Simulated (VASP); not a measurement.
# Cs3WC2 (P4/mmm) in VASP: single point with PBE

Aim: the single point of Cs3WC2 with PBE.

Program: VASP 6.6.1. These are calculated values, not measurements. Logs are shortened: lines on timing, memory, paths and dates and some standing lists are left out, and cuts for length are marked.

## 1. The cell of the first run

Symmetry: P4/mmm, No. 123, tetragonal system. Conventional cell: a = 5.120 Å, b = 5.120 Å, c = 7.692 Å, α = 90.00°, β = 90.00°, γ = 90.00°. Cs (site symmetry 4mm) has 4 C at 3.15 Å and 6 Cs at 3.68 to 4.06 Å and 4 W at 4.14 Å within 4.2 Å. Cs (site symmetry 4/mmm) has 4 C at 2.56 Å within 3.4 Å. Within 5.2 Å of W (site symmetry 4/mmm) lie 10 Cs at 3.85 to 4.14 Å and 8 C at 4.62 Å and 4 W at 5.12 Å. Within 3.4 Å of C (site symmetry mmm) lie 6 Cs at 2.56 to 3.15 Å.

The cell was generated, and may not be a known phase.

## 2. Single point, PBE

INCAR

```
PREC     = Accurate       # precision mode
ENCUT    = 520            # plane-wave cutoff, eV
EDIFF    = 1E-7           # SCF threshold, eV
ISMEAR   = 0              # smearing method
SIGMA    = 0.1            # smearing width, eV
LREAL    = F              # projectors in reciprocal space
LASPH    = T              # aspherical terms in the spheres
NELM     = 60             # most SCF steps
ALGO     = Normal         # electronic algorithm
ISIF     = 2              # what is computed and relaxed
LWAVE    = F              # write WAVECAR
LCHARG   = T              # write CHGCAR
GGA      = PE             # functional
LELF     = T              # ELF
LVHAR    = T            
NBANDS   = 34             # bands
```

KPOINTS

```
regular mesh
0
Gamma
  4 4 2
```

POSCAR

```
Cs3WC2
1.0
    5.1199968900      0.0000000000      0.0000000000
    0.0000000000      5.1199968900      0.0000000000
    0.0000000000      0.0000000000      7.6915791500
Cs W C
3 1 2
Direct
    0.0000000000      0.0000000000      0.7390718300
    0.0000000000      0.0000000000      0.2609281700
    0.5000000000      0.5000000000      0.5000000000
    0.5000000000      0.5000000000      0.0000000000
    0.0000000000      0.5000000000      0.5000000000
    0.5000000000      0.0000000000      0.5000000000
```

Potentials or basis: VASP PAW PBE potentials, release 64 (Cs_sv, W_sv, C).

Command:

```sh
$ cat potpaw_PBE.64/Cs_sv/POTCAR potpaw_PBE.64/W_sv/POTCAR potpaw_PBE.64/C/POTCAR > POTCAR
$ mpirun -np 1 vasp_std > vasp.out
```

OUTCAR:

```text
PREC = Accurate
   ENCUT = 520
   EDIFF = 1E-7
   ISMEAR = 0
   LREAL = F
   LASPH = T
   NELM = 60
   ISIF = 2
   GGA = PE

 ion  position               nearest neighbor table
   1  0.000  0.000  0.739-
   2  0.000  0.000  0.261-
   3  0.500  0.500  0.500-   5 2.56   6 2.56   6 2.56   5 2.56
   4  0.500  0.500  0.000-
   5  0.000  0.500  0.500-   3 2.56   3 2.56
   6  0.500  0.000  0.500-   3 2.56   3 2.56

  LATTYP: Found a simple tetragonal cell.
 ALAT       =     5.1199968900
 C/A-ratio  =     1.5022624652

  Lattice vectors:

 A1 = (   5.1199968900,   0.0000000000,   0.0000000000)
 A2 = (   0.0000000000,   5.1199968900,   0.0000000000)
 A3 = (   0.0000000000,   0.0000000000,   7.6915791500)

Analysis of symmetry for initial positions (statically):
=====================================================================
 Subroutine PRICEL returns:
 Original cell was already a primitive cell.

 Routine SETGRP: Setting up the symmetry group for a
 simple tetragonal supercell.

 Subroutine GETGRP returns: Found 16 space group operations
 (whereof 16 operations were pure point group operations)
 out of a pool of 16 trial point group operations.

The static configuration has the point symmetry D_4h.

Analysis of symmetry for dynamics (positions and initial velocities):
=====================================================================
 Subroutine PRICEL returns:
 Original cell was already a primitive cell.

 Routine SETGRP: Setting up the symmetry group for a
 simple tetragonal supercell.

 Subroutine GETGRP returns: Found 16 space group operations
 (whereof 16 operations were pure point group operations)
 out of a pool of 16 trial point group operations.

The dynamic configuration has the point symmetry D_4h.

 Subroutine INISYM returns: Found 16 space group operations
 (whereof 16 operations are pure point group operations),
 and found     1 'primitive' translations

----------------------------------------------------------------------------------------

                                     Primitive cell

  volume of cell :     201.6299

  direct lattice vectors                    reciprocal lattice vectors
     5.119996890  0.000000000  0.000000000     0.195312619  0.000000000  0.000000000
     0.000000000  5.119996890  0.000000000     0.000000000  0.195312619  0.000000000
     0.000000000  0.000000000  7.691579150     0.000000000  0.000000000  0.130012314

  length of vectors
     5.119996890  5.119996890  7.691579150     0.195312619  0.195312619  0.130012314
[... 80 lines left out ...]
   IBRION =     -1    ionic relax: 0-MD 1-quasi-New 2-CG
   NFREE  =      0    steps in history (QN), initial steepest desc. (CG)
   ISIF   =      2    stress and relaxation
   ISYM   =      2    0-nonsym 1-usesym 2-fastsym
   POTIM  = 0.5000    time-step for ionic-motion
   TEBEG  =    0.0;   TEEND  =   0.0 temperature during run
   PSTRESS=    0.0 pullay stress
   NELECT =      49.0000    total number of electrons
   NUPDOWN=      -1.0000    fix difference up-down
   EMIN   =  10.00;   EMAX   =-10.00  energy-range for DOS
   EFERMI =   0.00;   METHOD = LEGACY
   ISMEAR =     0;   SIGMA  =   0.10  broadening in eV -4-tet -1-fermi 0-gaus
   EFERMI_NEDOS =   21; number of points for ismear=-14 and -15
   IALGO  =     38    algorithm
   IMIX   =      4    mixing-type and parameters
     AMIX     =   0.40;   BMIX     =  1.00
     AMIX_MAG =   1.60;   BMIX_MAG =  1.00
  volume/ion in A,a.u.               =      33.60       226.78
  Fermi-wavevector in a.u.,A,eV,Ry     =   1.021618  1.930578 14.200447  1.043703
  Thomas-Fermi vector in A             =   2.155253
   LORBIT       =      0    0 simple, 1 ext, 2 COOP (PROOUT), +10 PAW based schemes
   GGA     = PE    functional components
   LHFCALC =     F    Hartree Fock is set to
   AEXX    =    0.0000 exact exchange contribution
   IVDW    =     0    specifies the selected vdW correction
   LEPSILON=     F    determine dielectric tensor
   LRPA    =     F    only Hartree local field effects (RPA)
 non-spin polarized calculation
 Gauss-broadening in eV      SIGMA  =   0.10
  energy-cutoff  :      520.00
  volume of cell :      201.63
 maximum number of plane-waves:      5484
 NGX is ok and might be reduce to    40
   NGX = 19   NGY = 19   NGZ = 29

 number of electron      49.0000008 magnetization

 Free energy of the ion-electron system (eV)
  ---------------------------------------------------
  ext. energy  EPLUGINS =         0.00000000
  ---------------------------------------------------
  free energy    TOTEN  =       -14.21622064 eV

  energy without entropy =      -14.07067659  energy(sigma->0) =      -14.14344862

 E-fermi :   1.8419     XC(G=0):  -8.5449

 val. band max:        1.8361642876   @ k =   0.2500   0.0000   0.0000
 cond. band min:       1.8429255967   @ k =   0.5000   0.2500   0.5000
 fundamental gap:      0.0067613091
 Fermi energy:         1.8419465450

 k-point     1 :       0.0000    0.0000    0.0000
  band No.  band energies     occupation
      1     -72.3822      2.00000
      2     -36.5495      2.00000
      3     -36.5495      2.00000
      4     -36.5188      2.00000
      5     -19.7985      2.00000
      6     -19.3949      2.00000
[... 433 lines left out ...]
     33       3.6984      0.00000
     34       7.5335      0.00000

------------------------ aborting loop because EDIFF is reached ----------------------------------------

  FORCE on cell =-STRESS in cart. coord.  units (eV):
  Direction    XX          YY          ZZ          XY          YZ          ZX
  --------------------------------------------------------------------------------------
  -------------------------------------------------------------------------------------
  Total        0.9207796      0.9207796      1.4228717      0.0000000      0.0000000      0.0000000
  in kB        7.3166342      7.3166342     11.3063238      0.0000000      0.0000000      0.0000000
  external PRESSURE =       8.6465307 kB  Pullay stress =       0.0000000 kB

 VOLUME and BASIS-vectors are now :
 -----------------------------------------------------------------------------
  energy-cutoff  :      520.00
  volume of cell :      201.63
      direct lattice vectors                 reciprocal lattice vectors
     5.119996890  0.000000000  0.000000000     0.195312619  0.000000000  0.000000000
     0.000000000  5.119996890  0.000000000     0.000000000  0.195312619  0.000000000
     0.000000000  0.000000000  7.691579150     0.000000000  0.000000000  0.130012314

 POSITION                                       TOTAL-FORCE (eV/Angst)
 -----------------------------------------------------------------------------------
      0.00000      0.00000      5.68463        -0.000000     -0.000000      0.799312
      0.00000      0.00000      2.00695         0.000000     -0.000000     -0.799312
      2.56000      2.56000      3.84579         0.000000      0.000000      0.000000
      2.56000      2.56000      0.00000         0.000000      0.000000      0.000000
      0.00000      2.56000      3.84579         0.000000      0.000000      0.000000
      2.56000      0.00000      3.84579         0.000000      0.000000      0.000000
 -----------------------------------------------------------------------------------
    total drift:                               -0.000000     -0.000000     -0.000000

  FREE ENERGIE OF THE ION-ELECTRON SYSTEM (eV)
  ---------------------------------------------------
  free  energy   TOTEN  =       -14.2162206434 eV

  energy  without entropy=      -14.0706765867  energy(sigma->0) =      -14.14344862
```

Wall time 3.9 min (1 thread of Intel Xeon 8259CL, shared host); peak memory 0.34 GiB.

What came out:

* Free energy: -14.2162 eV
* Pressure: 0.9 GPa
* Largest force: 0.799 eV/Å
* Band gap on the k mesh: zero (an odd number of electrons rules out a gap without spin polarisation)

Forces in eV/Å, atoms in the order of the input:
```
Cs   0.000  0.000  0.799
Cs   0.000  0.000 -0.799
Cs   0.000  0.000  0.000
W    0.000  0.000  0.000
C    0.000  0.000  0.000
C    0.000  0.000  0.000
```

Levels at points of the mesh, in eV from the Fermi level:
```tsv
k point	band 22	band 23	band 24	band 25	band 26	band 27
(0.00, 0.00, 0.00)	-0.28	-0.21	-0.16	-0.16	0.04	0.06
(0.50, 0.00, 0.00)	-0.74	-0.27	-0.09	-0.08	0.12	0.24
(0.50, 0.50, 0.00)	-0.71	-0.38	-0.38	0.02	0.10	0.18
(0.00, 0.00, 0.50)	-0.18	0.05	0.05	0.07	0.22	0.22
(0.50, 0.00, 0.50)	-0.57	-0.17	-0.02	0.00	0.01	0.15
(0.50, 0.50, 0.50)	-0.78	-0.25	-0.25	-0.11	-0.01	-0.01
```

Caveat: the k points lie up to 0.41 Å⁻¹ apart, too coarse for converged energies and pressures of a metal; spin-orbit coupling is left out, which moves the levels of the heavy elements.
